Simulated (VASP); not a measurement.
**Zr2NbC2: single point with PBE**

The system is Zr2NbC2.

```
Zr Nb C
1.0
     5.13842    0.00000    0.00000
    -2.56921    4.45000    0.00000
     0.00000    0.00000    4.36809
Zr Nb C
2 1 2
Cartesian
  0.0000 2.9667 2.1840
  2.5692 1.4833 2.1840
  0.0000 0.0000 2.1840
  0.0000 2.9667 0.0000
  2.5692 1.4833 0.0000
```

The cell was built from a structure type or drawn by symmetry, and may not be a known phase.

```yaml
Program: VASP 6.6.1
Task: single point
Functional: PBE
Potentials_or_basis: VASP PAW PBE potentials, release 64 (Zr_sv, Nb_sv, C)
Cutoff: 520 eV
k_mesh: 6 × 6 × 4
Occupations: gaussian, width 0.1 eV
Spin: collinear spin
Starting_moments: "[1.0, 1.0, 1.0, 0.0, 0.0] μB"
Dipole_correction: no
Further_INCAR_settings: ALGO = Normal; EDIFF = 1e-06; NBANDS = 34
```

```json
{
  "Pressure": "0.2 GPa",
  "Net moment": "0.00 μB per cell",
  "Valence electrons inside the program's atomic spheres": "Zr 10.03; Nb 10.62; C 2.18"
}
```

Levels at points of the mesh, in eV from the Fermi level:
Spin up:
```
           k point  band 21  band 22  band 23  band 24  band 25  band 26
(0.00, 0.00, 0.00)    -0.11    -0.05    -0.05     0.57     0.57     0.83
(0.50, 0.00, 0.00)    -0.70    -0.58    -0.21     0.08     1.36     1.36
(0.00, 0.00, 0.50)    -1.50    -0.10    -0.10     0.46     0.46     1.36
(0.50, 0.00, 0.50)    -0.95    -0.84    -0.84    -0.13     0.37     0.96
```
Spin down:
```tsv
k point	band 19	band 20	band 21	band 22	band 23	band 24	band 25	band 26	band 27	band 28
(0.00, 0.00, 0.00)	-0.43	-0.17	-0.11	-0.05	-0.05	0.57	0.57	0.83	0.83	1.22
(0.50, 0.00, 0.00)	-0.98	-0.88	-0.70	-0.58	-0.21	0.08	1.36	1.36	1.42	1.55
(0.00, 0.00, 0.50)	-2.50	-1.50	-1.50	-0.10	-0.10	0.46	0.46	1.36	1.36	1.53
(0.50, 0.00, 0.50)	-2.49	-1.34	-0.95	-0.84	-0.84	-0.13	0.37	0.96	1.03	1.50
```

Wall time 69 s on 1 thread of Intel(R) Xeon(R) 6975P-C (Granite Rapids) (shared host), peak memory 0.32 GiB.
